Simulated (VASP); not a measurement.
A run of VASP 6.6.1:

Contents of INCAR:

```
SYSTEM = TePb
PREC = Accurate ; ENCUT = 520
EDIFF = 1E-7 ; ISMEAR = -1
SIGMA = 0.05 ; LREAL = .FALSE.
LASPH = .TRUE. ; NELM = 80
ALGO = Normal ; ISIF = 2
LWAVE = .FALSE. ; LCHARG = .TRUE.
GGA = PE ; LELF = .TRUE.
LVHAR = .TRUE. ; NBANDS = 17
```

Contents of KPOINTS:

```
regular mesh
0
G
  5 5 5
  0 0 0
```

The input POSCAR:

```
TePb
1.0
    0.0000000000      3.2861428685      3.2861428685
    3.2861428685      0.0000000000      3.2861428685
    3.2861428685      3.2861428685      0.0000000000
Pb Te
1 1
Direct
    0.0000000000      0.0000000000      0.0000000000
    0.5000000000      0.5000000000      0.5000000000
```

Potentials or basis: VASP PAW PBE potentials, release 64 (Pb_d, Te).

Command:

```bash
$ cat potpaw_PBE.64/Pb_d/POTCAR potpaw_PBE.64/Te/POTCAR > POTCAR
$ mpirun -np 1 vasp_std > vasp.out
```

Hardware: 1 thread of Intel Xeon 8259CL, with other jobs on the host.

How long does it take, and how much memory?

It took 32 s on 1 thread of Intel Xeon 8259CL (shared host), peak memory 0.2 GiB. Counts: scf iterations 14, k points 10.
